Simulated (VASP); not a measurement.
# Y4SiGe2 (P1) in VASP: single point with r2SCAN

Aim: the single point of Y4SiGe2 with r2SCAN.

Everything below comes from runs of VASP 6.6.1. Logs are shortened: lines on timing, memory, paths and dates and some standing lists are left out, and cuts for length are marked.

### 1 The cell of the first run

The typed cell holds 7 atoms: a = 5.581 Å, b = 5.588 Å, c = 8.374 Å, α = 70.63°, β = 109.77°, γ = 120.08°.

### 2 Single point, r2SCAN

Contents of POSCAR:

```
Y4SiGe2
1.0
    5.5806661500     -0.0058212000     -0.0142160100
   -2.7953745100      4.8385455300     -0.0065144500
   -2.8114759300      1.5932542300      7.7255868200
Ge Si Y
2 1 4
Direct
    0.4199730000      0.5938410000      0.2429540000
    0.2666420000      0.7328740000      0.7961180000
    0.1422910000      0.8749780000      0.3790110000
    0.8482700000      0.1783670000      0.5188810000
    0.7092310000      0.2814940000      0.1031100000
    0.0042460000      0.9890970000      0.9968200000
    0.5175550000      0.4558670000      0.6213000000
```

Contents of INCAR.step1:

```
  PREC = Accurate
  ENCUT = 520
  ISMEAR = -1
  SIGMA = 0.0141
  LREAL = F
  LASPH = T
  NELM = 100
  NBANDS = 47
  GGA = PE
  ALGO = Normal
  EDIFF = 1E-4
  LWAVE = T
  LCHARG = F
```

Contents of INCAR.step2:

```
  PREC = Accurate
  ENCUT = 520
  EDIFF = 1E-7
  ISMEAR = -1
  SIGMA = 0.0141
  LREAL = F
  LASPH = T
  NELM = 100
  ALGO = Normal
  ISIF = 2
  LWAVE = F
  LCHARG = T
  METAGGA = R2SCAN
  LMIXTAU = T
  LELF = T
  LVHAR = T
  NBANDS = 47
  ISTART = 1
```

Contents of KPOINTS:

```
Automatic mesh
0
Gamma
  4 4 3
  0.5 0.5 0.5
```

Potentials or basis: VASP PAW PBE potentials, release 64 (Ge_d, Si, Y_sv).

Run with:

```console
> cat potpaw_PBE.64/Ge_d/POTCAR potpaw_PBE.64/Si/POTCAR potpaw_PBE.64/Y_sv/POTCAR > POTCAR
> cp INCAR.step1 INCAR
> mpirun -np 1 vasp_std > vasp.out
> cp INCAR.step2 INCAR
> mpirun -np 1 vasp_std > vasp.out
```

OUTCAR:

```text
PREC = Accurate
   ENCUT = 520
   EDIFF = 1E-7
   ISMEAR = -1
   LREAL = F
   LASPH = T
   NELM = 100
   ISIF = 2
   METAGGA = R2SCAN
   ISTART = 1

 ion  position               nearest neighbor table
   1  0.420  0.594  0.243-   7 2.93   5 3.29   5 3.38   5 3.53
   2  0.267  0.733  0.796-   7 3.40   7 3.50   6 3.52   6 3.58   7 3.59   6 3.63
   3  0.142  0.875  0.379-   6 2.95   4 3.33   4 3.36   4 3.51   7 3.59   7 3.70
   4  0.848  0.178  0.519-   7 3.16   5 3.22   3 3.33   3 3.36   7 3.37   7 3.43   3 3.51   6 3.70

   5  0.709  0.281  0.103-   4 3.22   1 3.29   6 3.29   6 3.33   6 3.36   1 3.38   1 3.53   7 3.73

   6  0.004  0.989  0.997-   3 2.95   5 3.29   5 3.33   5 3.36   2 3.52   2 3.58   2 3.63   4 3.70
                             7 4.25   7 4.30
   7  0.518  0.456  0.621-   1 2.93   4 3.16   4 3.37   2 3.40   4 3.43   2 3.50   3 3.59   2 3.59
                             3 3.70   5 3.73   6 4.25   6 4.30

  LATTYP: Found a triclinic cell.
 ALAT       =     5.5806872927
 B/A-ratio  =     1.0013093966
 C/A-ratio  =     1.4954919827
 COS(alpha) =     0.0023649211
 COS(beta)  =     0.3292501843
 COS(gamma) =     0.5011447910

  Lattice vectors:

 A1 = (  -5.5806661500,   0.0058212000,   0.0142160100)
 A2 = (  -2.7953745100,   4.8385455300,  -0.0065144500)
 A3 = (  -2.7691902200,  -1.5874330300,  -7.7113708100)

Analysis of symmetry for initial positions (statically):
=====================================================================
 Subroutine PRICEL returns:
 Original cell was already a primitive cell.

 Routine SETGRP: Setting up the symmetry group for a
 triclinic supercell.

 Subroutine GETGRP returns: Found  1 space group operations
 (whereof  1 operations were pure point group operations)
 out of a pool of  2 trial point group operations.

The static configuration has the point symmetry C_1 .

Analysis of symmetry for dynamics (positions and initial velocities):
=====================================================================
 Subroutine PRICEL returns:
 Original cell was already a primitive cell.

 Routine SETGRP: Setting up the symmetry group for a
 triclinic supercell.

 Subroutine GETGRP returns: Found  1 space group operations
 (whereof  1 operations were pure point group operations)
 out of a pool of  2 trial point group operations.

The dynamic configuration has the point symmetry C_1 .

 Subroutine INISYM returns: Found  1 space group operations
 (whereof  1 operations are pure point group operations),
 and found     1 'primitive' translations

----------------------------------------------------------------------------------------

                                     Primitive cell

  volume of cell :     208.4107

  direct lattice vectors                    reciprocal lattice vectors
     5.580666150 -0.005821200 -0.014216010     0.179410093  0.103709761  0.043902314
    -2.795374510  4.838545530 -0.006514450     0.000107108  0.206678223 -0.042584444
    -2.811475930  1.593254230  7.725586820     0.000330226  0.000365116  0.129484882

  length of vectors
     5.580687293  5.587994626  8.374219227     0.211828018  0.211019749  0.129485818

  position of ions in fractional coordinates (direct lattice)
     0.419973000  0.593841000  0.242954000
     0.266642000  0.732874000  0.796118000
     0.142291000  0.874978000  0.379011000
     0.848270000  0.178367000  0.518881000
     0.709231000  0.281494000  0.103110000
     0.004246000  0.989097000  0.996820000
     0.517555000  0.455867000  0.621300000

  ion indices of the primitive-cell ions
   primitive index   ion index
                 1           1
                 2           2
                 3           3
                 4           4
                 5           5
                 6           6
                 7           7

----------------------------------------------------------------------------------------

 KPOINTS: Automatic mesh

Automatic generation of k-mesh.
 Grid dimensions read from file:
 generate k-points for:    4    4    3

 Generating k-lattice:

  Cartesian coordinates                     Fractional coordinates (reciprocal lattice)
     0.044852523  0.025927440  0.010975579     0.250000000 -0.000000000  0.000000000
     0.000026777  0.051669556 -0.010646111    -0.000000000  0.250000000 -0.000000000
     0.000110075  0.000121705  0.043161627     0.000000000 -0.000000000  0.333333333

  Length of vectors
     0.052957004  0.052754937  0.043161939

  Shift w.r.t. Gamma in fractional coordinates (k-lattice)
     0.500000000  0.500000000  0.500000000

 Subroutine IBZKPT returns following result:
 ===========================================

 Found     24 irreducible k-points:

 Following reciprocal coordinates:
            Coordinates               Weight
  0.125000  0.125000  0.166667      2.000000
  0.375000  0.125000  0.166667      2.000000
 -0.375000  0.125000  0.166667      2.000000
 -0.125000  0.125000  0.166667      2.000000
  0.125000  0.375000  0.166667      2.000000
  0.375000  0.375000  0.166667      2.000000
[... 16 lines left out ...]
 -0.375000  0.375000  0.500000      2.000000
 -0.125000  0.375000  0.500000      2.000000
   k-points           NKPTS =     24   k-points in BZ     NKDIM =     24   number of bands    NBANDS=     47
   number of dos      NEDOS =    301   number of ions     NIONS =      7
   total plane-waves  NPLWV = 112896
   dimension x,y,z NGX =    42 NGY =   42 NGZ =   64
   dimension x,y,z NGXF=    84 NGYF=   84 NGZF=  128
   ions per type =               2   1   4
   NGX,Y,Z   is equivalent  to a cutoff of  12.51, 12.50, 12.71 a.u.
   NGXF,Y,Z  is equivalent  to a cutoff of  25.02, 24.99, 25.41 a.u.
 SYSTEM =  unknown system
   PREC   = accura    normal or accurate (medium, high low for compatibility)
   ISTART =      1    job   : 0-new  1-cont  2-samecut
   ICHARG =      0    charge: 1-file 2-atom 10-const
   ISPIN  =      1    spin polarized calculation?
   LNONCOLLINEAR =      F non collinear calculations
   LSORBIT =      F    spin-orbit coupling
   LASPH  =      T    aspherical Exc in radial PAW
   ENCUT  =  520.0 eV  38.22 Ry    6.18 a.u.  10.38 10.39 15.57*2*pi/ulx,y,z
   NELM   =    100;   NELMIN=  2; NELMDL=  0     # of ELM steps
   EDIFF  = 0.1E-06   stopping-criterion for ELM
   LREAL  =      F    real-space projection
   EDIFFG = 0.1E-05   stopping-criterion for IOM
   NSW    =      0    number of steps for IOM
   IBRION =     -1    ionic relax: 0-MD 1-quasi-New 2-CG
   NFREE  =      0    steps in history (QN), initial steepest desc. (CG)
   ISIF   =      2    stress and relaxation
   ISYM   =      2    0-nonsym 1-usesym 2-fastsym
   POTIM  = 0.5000    time-step for ionic-motion
   TEBEG  =    0.0;   TEEND  =   0.0 temperature during run
   PSTRESS=    0.0 pullay stress
   NELECT =      76.0000    total number of electrons
   NUPDOWN=      -1.0000    fix difference up-down
   EMIN   =  10.00;   EMAX   =-10.00  energy-range for DOS
   EFERMI =   0.00;   METHOD = LEGACY
   ISMEAR =    -1;   SIGMA  =   0.01  broadening in eV -4-tet -1-fermi 0-gaus
   EFERMI_NEDOS =   21; number of points for ismear=-14 and -15
   IALGO  =     38    algorithm
   IMIX   =      4    mixing-type and parameters
     AMIX     =   0.40;   BMIX     =  1.00
     AMIX_MAG =   1.60;   BMIX_MAG =  1.00
  volume/ion in A,a.u.               =      29.77       200.92
  Fermi-wavevector in a.u.,A,eV,Ry     =   1.169605  2.210234 18.612454  1.367977
  Thomas-Fermi vector in A             =   2.306076
   LORBIT       =      0    0 simple, 1 ext, 2 COOP (PROOUT), +10 PAW based schemes
   METAGGA = R2SCAN    functional components
   LHFCALC =     F    Hartree Fock is set to
   AEXX    =    0.0000 exact exchange contribution
   IVDW    =     0    specifies the selected vdW correction
   LEPSILON=     F    determine dielectric tensor
   LRPA    =     F    only Hartree local field effects (RPA)
 non-spin polarized calculation
  energy-cutoff  :      520.00
  volume of cell :      208.41
 maximum number of plane-waves:      5634
 NGX is ok and might be reduce to    42
   NGX = 21   NGY = 21   NGZ = 31

 number of electron      76.0000007 magnetization

 Free energy of the ion-electron system (eV)
  ---------------------------------------------------
  ext. energy  EPLUGINS =         0.00000000
  ---------------------------------------------------
  free energy    TOTEN  =      -115.61300624 eV

  energy without entropy =     -115.60809220  energy(sigma->0) =     -115.61054922

 E-fermi :   3.6040     XC(G=0): -10.1316

 val. band max:        3.5986772561   @ k =  -0.1250   0.1250   0.1667
 cond. band min:       3.6064862944   @ k =  -0.1250  -0.1250   0.1667
 fundamental gap:      0.0078090382
 Fermi energy:         3.6040285480

 k-point     1 :       0.1250    0.1250    0.1667
  band No.  band energies     occupation
      1     -41.4260      2.00000
      2     -41.3572      2.00000
      3     -41.3355      2.00000
      4     -41.2709      2.00000
      5     -21.7213      2.00000
      6     -21.7066      2.00000
[... 39 lines left out ...]
     46       5.4349      0.00000
     47       5.6725      0.00000

 k-point     2 :       0.3750    0.1250    0.1667
  band No.  band energies     occupation
      1     -41.4140      2.00000
      2     -41.3513      2.00000
      3     -41.3359      2.00000
      4     -41.2888      2.00000
      5     -21.7212      2.00000
      6     -21.7065      2.00000
[... 39 lines left out ...]
     46       5.2028      0.00000
     47       5.8551      0.00000

 k-point     3 :      -0.3750    0.1250    0.1667
  band No.  band energies     occupation
      1     -41.4194      2.00000
      2     -41.3478      2.00000
      3     -41.3411      2.00000
      4     -41.2815      2.00000
      5     -21.7213      2.00000
      6     -21.7066      2.00000
[... 39 lines left out ...]
     46       5.3388      0.00000
     47       5.8802      0.00000

 k-point     4 :      -0.1250    0.1250    0.1667
  band No.  band energies     occupation
      1     -41.4301      2.00000
      2     -41.3605      2.00000
      3     -41.3327      2.00000
      4     -41.2663      2.00000
      5     -21.7214      2.00000
      6     -21.7066      2.00000
[... 939 lines left out ...]
     46       5.1261      0.00000
     47       5.3005      0.00000

 k-point    23 :      -0.3750    0.3750    0.5000
  band No.  band energies     occupation
      1     -41.4162      2.00000
      2     -41.3531      2.00000
      3     -41.3414      2.00000
      4     -41.2791      2.00000
      5     -21.7212      2.00000
      6     -21.7069      2.00000
[... 39 lines left out ...]
     46       5.5850      0.00000
     47       5.9418      0.00000

 k-point    24 :      -0.1250    0.3750    0.5000
  band No.  band energies     occupation
      1     -41.4187      2.00000
      2     -41.3578      2.00000
      3     -41.3391      2.00000
      4     -41.2742      2.00000
      5     -21.7212      2.00000
      6     -21.7067      2.00000
[... 39 lines left out ...]
     46       5.5600      0.00000
     47       5.6371      0.00000

------------------------ aborting loop because EDIFF is reached ----------------------------------------

  FORCE on cell =-STRESS in cart. coord.  units (eV):
  Direction    XX          YY          ZZ          XY          YZ          ZX
  --------------------------------------------------------------------------------------
  -------------------------------------------------------------------------------------
  Total       -9.7912645    -11.2358774    -11.2357191      0.7382351      0.4205632     -0.2951961
  in kB      -75.2712898    -86.3768901    -86.3756730      5.6752538      3.2331204     -2.2693486
  external PRESSURE =     -82.6746176 kB  Pullay stress =       0.0000000 kB

 VOLUME and BASIS-vectors are now :
 -----------------------------------------------------------------------------
  energy-cutoff  :      520.00
  volume of cell :      208.41
      direct lattice vectors                 reciprocal lattice vectors
     5.580666150 -0.005821200 -0.014216010     0.179410093  0.103709761  0.043902314
    -2.795374510  4.838545530 -0.006514450     0.000107108  0.206678223 -0.042584444
    -2.811475930  1.593254230  7.725586820     0.000330226  0.000365116  0.129484882

 POSITION                                       TOTAL-FORCE (eV/Angst)
 -----------------------------------------------------------------------------------
      0.00066      3.25797      1.86712        -0.052746      0.053474     -0.707162
     -2.79888      4.81291      6.14191        -0.058082     -0.016664     -0.159912
     -2.71739      4.83665      2.92036         0.152903      0.037568      0.716467
      2.77649      1.68481      3.99544        -0.308434     -0.158995     -0.187389
      2.88121      1.52217      0.78467         0.061593      0.015353      0.232512
     -5.54374      6.37395      7.69452         0.027855     -0.118537     -0.585598
     -0.13279      3.19261      4.78958         0.176912      0.187800      0.691083
 -----------------------------------------------------------------------------------
    total drift:                               -0.000884     -0.001686     -0.003917

  FREE ENERGIE OF THE ION-ELECTRON SYSTEM (eV)
  ---------------------------------------------------
  free  energy   TOTEN  =      -115.6130062397 eV

  energy  without entropy=     -115.6080922000  energy(sigma->0) =     -115.61054922
```

Wall time 32 min (1 thread of Intel Xeon Platinum 8259CL at 2.50GHz (Skylake/Cascade Lake), shared host); peak memory 0.49 GiB.

Results:

| Quantity | Value |
| --- | --- |
| Free energy | -115.6130 eV |
| Pressure | -8.3 GPa |
| Largest force | 0.738 eV/Å |
| Band gap on the k mesh | zero (bands 38 and 39 overlap by 0.41 eV) |

Forces on the atoms (eV/Å):
```
Ge  -0.053  0.053 -0.707
Ge  -0.058 -0.017 -0.160
Si   0.153  0.038  0.716
Y   -0.308 -0.159 -0.187
Y    0.062  0.015  0.233
Y    0.028 -0.119 -0.586
Y    0.177  0.188  0.691
```

Levels at points of the mesh, in eV from the Fermi level:
```tsv
k point	band 36	band 37	band 38	band 39	band 40	band 41
(0.12, 0.12, 0.17)	-0.86	-0.29	-0.22	0.02	0.06	0.49
```

Caveat: the cell stands under tension; the PAW data sets were made with another functional, which shifts forces and pressure a little.
